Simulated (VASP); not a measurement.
# W5N in VASP: single point with PBEsol

Aim: the single point of W5N with PBEsol.

Everything below comes from runs of VASP 6.6.1. Logs are shortened: lines on timing, memory, paths and dates and some standing lists are left out, and cuts for length are marked.

## 1. The cell of the first run

The cell holds a slab with vacuum, 6 atoms: a = 3.154 Å, b = 3.154 Å, c = 25.309 Å, α = 90.00°, β = 90.00°, γ = 90.00°.

## 2. Single point, PBEsol

Input file INCAR:

```
  PREC = Accurate
  ENCUT = 520
  EDIFF = 1E-6
  ISMEAR = 0
  SIGMA = 0.1
  LREAL = False
  LASPH = True
  NELM = 60
  ALGO = Normal
  ISIF = 2
  LWAVE = False
  LCHARG = False
  LDIPOL = True
  IDIPOL = 3
  DIPOL = 0.5 0.5 0.489
  GGA = PS
  NBANDS = 46
```

Input file KPOINTS:

```
regular mesh
0
Gamma
  9 9 1
```

Input file POSCAR:

```
W5N
1.0
    3.1543602768      0.0000000000      0.0000000000
    0.0000000000      3.1543602768      0.0000000000
    0.0000000000      0.0000000000     25.3087205537
W N
5 1
Direct
    0.5000000000      0.5000000000      0.3358526158
    0.0000000000      0.0000000000      0.3981702717
    0.5000000000      0.5000000000      0.4608543610
    0.0000000000      0.0000000000      0.5197027469
    0.5000000000      0.5000000000      0.5884540722
    0.0000000000      0.5000000000      0.6284650439
```

Potentials or basis: VASP PAW PBE potentials, release 64 (W_sv, N).

Started as:

```bash
$ cat potpaw_PBE.64/W_sv/POTCAR potpaw_PBE.64/N/POTCAR > POTCAR
$ mpirun -np 1 vasp_std > vasp.out
```

OUTCAR:

```text
PREC = Accurate
   ENCUT = 520
   EDIFF = 1E-6
   ISMEAR = 0
   LREAL = False
   LASPH = True
   NELM = 60
   ISIF = 2
   GGA = PS

 ion  position               nearest neighbor table
   1  0.500  0.500  0.336-   2 2.73   2 2.73   2 2.73   2 2.73   3 3.16
   2  0.000  0.000  0.398-   1 2.73   1 2.73   1 2.73   1 2.73   3 2.74   3 2.74   3 2.74   3 2.74
                             4 3.08
   3  0.500  0.500  0.461-   4 2.68   4 2.68   4 2.68   4 2.68   2 2.74   2 2.74   2 2.74   2 2.74
                             1 3.16   5 3.23
   4  0.000  0.000  0.520-   3 2.68   3 2.68   3 2.68   3 2.68   5 2.83   5 2.83   5 2.83   5 2.83
                             2 3.08
   5  0.500  0.500  0.588-   6 1.87   6 1.87   4 2.83   4 2.83   4 2.83   4 2.83   3 3.23
   6  0.000  0.500  0.628-   5 1.87   5 1.87

  LATTYP: Found a simple tetragonal cell.
 ALAT       =     3.1543602768
 C/A-ratio  =     8.0234083405

  Lattice vectors:

 A1 = (   3.1543602768,   0.0000000000,   0.0000000000)
 A2 = (   0.0000000000,   3.1543602768,   0.0000000000)
 A3 = (   0.0000000000,   0.0000000000,  25.3087205537)

Analysis of symmetry for initial positions (statically):
=====================================================================
 Subroutine PRICEL returns:
 Original cell was already a primitive cell.

 Routine SETGRP: Setting up the symmetry group for a
 simple tetragonal supercell.

 Subroutine GETGRP returns: Found  4 space group operations
 (whereof  4 operations were pure point group operations)
 out of a pool of 16 trial point group operations.

The static configuration has the point symmetry C_2v.

Analysis of symmetry for dynamics (positions and initial velocities):
=====================================================================
 Subroutine PRICEL returns:
 Original cell was already a primitive cell.

 Routine SETGRP: Setting up the symmetry group for a
 simple tetragonal supercell.

 Subroutine GETGRP returns: Found  4 space group operations
 (whereof  4 operations were pure point group operations)
 out of a pool of 16 trial point group operations.

The dynamic configuration has the point symmetry C_2v.

 Subroutine INISYM returns: Found  4 space group operations
 (whereof  4 operations are pure point group operations),
 and found     1 'primitive' translations

----------------------------------------------------------------------------------------

                                     Primitive cell

  volume of cell :     251.8215

  direct lattice vectors                    reciprocal lattice vectors
     3.154360277  0.000000000  0.000000000     0.317021492  0.000000000  0.000000000
     0.000000000  3.154360277  0.000000000     0.000000000  0.317021492  0.000000000
     0.000000000  0.000000000 25.308720554     0.000000000  0.000000000  0.039512072

  length of vectors
     3.154360277  3.154360277 25.308720554     0.317021492  0.317021492  0.039512072

  position of ions in fractional coordinates (direct lattice)
     0.500000000  0.500000000  0.335852616
     0.000000000  0.000000000  0.398170272
     0.500000000  0.500000000  0.460854361
     0.000000000  0.000000000  0.519702747
     0.500000000  0.500000000  0.588454072
     0.000000000  0.500000000  0.628465044

  ion indices of the primitive-cell ions
   primitive index   ion index
                 1           1
                 2           2
                 3           3
                 4           4
                 5           5
                 6           6

----------------------------------------------------------------------------------------

 KPOINTS: regular mesh

Automatic generation of k-mesh.
 Grid dimensions read from file:
 generate k-points for:    9    9    1

 Generating k-lattice:

  Cartesian coordinates                     Fractional coordinates (reciprocal lattice)
     0.035224610  0.000000000  0.000000000     0.111111111  0.000000000  0.000000000
     0.000000000  0.035224610  0.000000000     0.000000000  0.111111111  0.000000000
     0.000000000  0.000000000  0.039512072     0.000000000  0.000000000  1.000000000

  Length of vectors
     0.035224610  0.035224610  0.039512072

  Shift w.r.t. Gamma in fractional coordinates (k-lattice)
     0.000000000  0.000000000  0.000000000

 Subroutine IBZKPT returns following result:
 ===========================================

 Found     25 irreducible k-points:

 Following reciprocal coordinates:
            Coordinates               Weight
  0.000000  0.000000  0.000000      1.000000
  0.111111  0.000000  0.000000      2.000000
  0.000000  0.111111  0.000000      2.000000
  0.222222  0.000000  0.000000      2.000000
  0.000000  0.222222  0.000000      2.000000
  0.333333  0.000000  0.000000      2.000000
[... 16 lines left out ...]
  0.444444  0.333333  0.000000      4.000000
 -0.333333  0.444444  0.000000      4.000000
   k-points           NKPTS =     25   k-points in BZ     NKDIM =     25   number of bands    NBANDS=     46
   number of dos      NEDOS =    301   number of ions     NIONS =      6
   total plane-waves  NPLWV = 110592
   dimension x,y,z NGX =    24 NGY =   24 NGZ =  192
   dimension x,y,z NGXF=    48 NGYF=   48 NGZF=  384
   ions per type =               5   1
   NGX,Y,Z   is equivalent  to a cutoff of  12.65, 12.65, 12.61 a.u.
   NGXF,Y,Z  is equivalent  to a cutoff of  25.30, 25.30, 25.22 a.u.
 SYSTEM =  unknown system
   PREC   = accura    normal or accurate (medium, high low for compatibility)
   ISTART =      0    job   : 0-new  1-cont  2-samecut
   ICHARG =      2    charge: 1-file 2-atom 10-const
   ISPIN  =      1    spin polarized calculation?
   LNONCOLLINEAR =      F non collinear calculations
   LSORBIT =      F    spin-orbit coupling
   LASPH  =      T    aspherical Exc in radial PAW
   ENCUT  =  520.0 eV  38.22 Ry    6.18 a.u.   5.87  5.87 47.06*2*pi/ulx,y,z
   NELM   =     60;   NELMIN=  2; NELMDL= -5     # of ELM steps
   EDIFF  = 0.1E-05   stopping-criterion for ELM
   LREAL  =      F    real-space projection
   EDIFFG = 0.1E-04   stopping-criterion for IOM
   NSW    =      0    number of steps for IOM
   IBRION =     -1    ionic relax: 0-MD 1-quasi-New 2-CG
   NFREE  =      0    steps in history (QN), initial steepest desc. (CG)
   ISIF   =      2    stress and relaxation
   ISYM   =      2    0-nonsym 1-usesym 2-fastsym
   POTIM  = 0.5000    time-step for ionic-motion
   TEBEG  =    0.0;   TEEND  =   0.0 temperature during run
   PSTRESS=    0.0 pullay stress
   NELECT =      75.0000    total number of electrons
   NUPDOWN=      -1.0000    fix difference up-down
   EMIN   =  10.00;   EMAX   =-10.00  energy-range for DOS
   EFERMI =   0.00;   METHOD = LEGACY
   ISMEAR =     0;   SIGMA  =   0.10  broadening in eV -4-tet -1-fermi 0-gaus
   EFERMI_NEDOS =   21; number of points for ismear=-14 and -15
   IALGO  =     38    algorithm
   IMIX   =      4    mixing-type and parameters
     AMIX     =   0.40;   BMIX     =  1.00
     AMIX_MAG =   1.60;   BMIX_MAG =  1.00
  volume/ion in A,a.u.               =      41.97       283.23
  Fermi-wavevector in a.u.,A,eV,Ry     =   1.093279  2.065998 16.262485  1.195259
  Thomas-Fermi vector in A             =   2.229561
   LORBIT       =      0    0 simple, 1 ext, 2 COOP (PROOUT), +10 PAW based schemes
   GGA     = PS    functional components
   LHFCALC =     F    Hartree Fock is set to
   AEXX    =    0.0000 exact exchange contribution
   IVDW    =     0    specifies the selected vdW correction
   LEPSILON=     F    determine dielectric tensor
   LRPA    =     F    only Hartree local field effects (RPA)
 non-spin polarized calculation
 Gauss-broadening in eV      SIGMA  =   0.10
  energy-cutoff  :      520.00
  volume of cell :      251.82
 maximum number of plane-waves:      6860
   NGX = 11   NGY = 11   NGZ = 95

 dipolmoment           0.000000      0.000000     -0.090102 electrons x Angstroem

 number of electron      75.0000002 magnetization

 dipolmoment           0.000000      0.000000      0.117631 electrons x Angstroem

 Free energy of the ion-electron system (eV)
  ---------------------------------------------------
  ext. energy  EPLUGINS =         0.00000000
  ---------------------------------------------------
  free energy    TOTEN  =       -73.29380121 eV

  energy without entropy =      -73.26441714  energy(sigma->0) =      -73.27910917

 E-fermi :   0.1317     XC(G=0):  -5.4890

 val. band max:        0.1239110248   @ k =  -0.2222   0.4444   0.0000
 cond. band min:       0.1740089321   @ k =   0.3333   0.3333   0.0000
 fundamental gap:      0.0500979073
 Fermi energy:         0.1316517265

 k-point     1 :       0.0000    0.0000    0.0000
  band No.  band energies     occupation
      1     -73.9377      2.00000
      2     -73.7602      2.00000
      3     -73.7075      2.00000
      4     -73.5500      2.00000
      5     -73.3534      2.00000
      6     -38.3010      2.00000
[... 38 lines left out ...]
     45       2.5943      0.00000
     46       3.2843      0.00000

 k-point     2 :       0.1111    0.0000    0.0000
  band No.  band energies     occupation
      1     -73.9360      2.00000
      2     -73.7551      2.00000
      3     -73.7048      2.00000
      4     -73.5526      2.00000
      5     -73.3547      2.00000
      6     -38.3384      2.00000
[... 38 lines left out ...]
     45       2.6596      0.00000
     46       2.6941      0.00000

 k-point     3 :       0.0000    0.1111    0.0000
  band No.  band energies     occupation
      1     -73.9363      2.00000
      2     -73.7551      2.00000
      3     -73.7048      2.00000
      4     -73.5526      2.00000
      5     -73.3547      2.00000
      6     -38.3255      2.00000
[... 1018 lines left out ...]
     45       3.4587      0.00000
     46       3.5508      0.00000

 k-point    24 :      -0.3333    0.4444    0.0000
  band No.  band energies     occupation
      1     -73.9174      2.00000
      2     -73.7100      2.00000
      3     -73.6655      2.00000
      4     -73.5768      2.00000
      5     -73.3584      2.00000
      6     -38.5442      2.00000
[... 38 lines left out ...]
     45       3.5018      0.00000
     46       3.5270      0.00000

 [... further k-points ...]

------------------------ aborting loop because EDIFF is reached ----------------------------------------

 vacuum level on the upper side and lower side of the slab       (xc-potential included)         0.934        -1.111

  FORCE on cell =-STRESS in cart. coord.  units (eV):
  Direction    XX          YY          ZZ          XY          YZ          ZX
  --------------------------------------------------------------------------------------
  -------------------------------------------------------------------------------------
  Total       -6.1844327     -3.9264302     -2.6081285      0.0000000      0.0000000      0.0000000
  in kB      -39.3475477    -24.9813376    -16.5938360      0.0000000      0.0000000      0.0000000
  external PRESSURE =     -26.9742404 kB  Pullay stress =       0.0000000 kB

 VOLUME and BASIS-vectors are now :
 -----------------------------------------------------------------------------
  energy-cutoff  :      520.00
  volume of cell :      251.82
      direct lattice vectors                 reciprocal lattice vectors
     3.154360277  0.000000000  0.000000000     0.317021492  0.000000000  0.000000000
     0.000000000  3.154360277  0.000000000     0.000000000  0.317021492  0.000000000
     0.000000000  0.000000000 25.308720554     0.000000000  0.000000000  0.039512072

 POSITION                                       TOTAL-FORCE (eV/Angst)
 -----------------------------------------------------------------------------------
      1.57718      1.57718      8.50000         0.000000      0.000000      1.864515
      0.00000      0.00000     10.07718         0.000000      0.000000     -1.915912
      1.57718      1.57718     11.66363         0.000000      0.000000     -0.007366
      0.00000      0.00000     13.15301         0.000000      0.000000      0.021848
      1.57718      1.57718     14.89302         0.000000      0.000000     -0.131046
      0.00000      1.57718     15.90565         0.000000      0.000000      0.167962
 -----------------------------------------------------------------------------------
    total drift:                                0.000000     -0.000000      0.000363

  FREE ENERGIE OF THE ION-ELECTRON SYSTEM (eV)
  ---------------------------------------------------
  free  energy   TOTEN  =       -73.2938012056 eV

  energy  without entropy=      -73.2644171430  energy(sigma->0) =      -73.27910917

 vacuum level on the upper side and lower side of the slab         6.573         4.433
```

It took 19 min on 1 thread of Intel Xeon 8259CL, shared host; peak memory 0.46 GiB.

What came out:

```
Free energy            : -73.2938 eV
Largest force          : 1.916 eV/Å
Band gap on the k mesh : zero (an odd number of electrons rules out a gap without spin polarisation)
```

Forces in eV/Å, atoms in the order of the input:
```
W    0.000  0.000  1.865
W    0.000  0.000 -1.916
W    0.000  0.000 -0.007
W    0.000  0.000  0.022
W    0.000  0.000 -0.131
N    0.000  0.000  0.168
```

Caveat: the PAW data sets were made with another functional, which shifts forces and pressure a little; spin-orbit coupling is left out, which moves the levels of the heavy elements.

The gap in the log of VASP goes by the Fermi energy; the results here count the filled bands.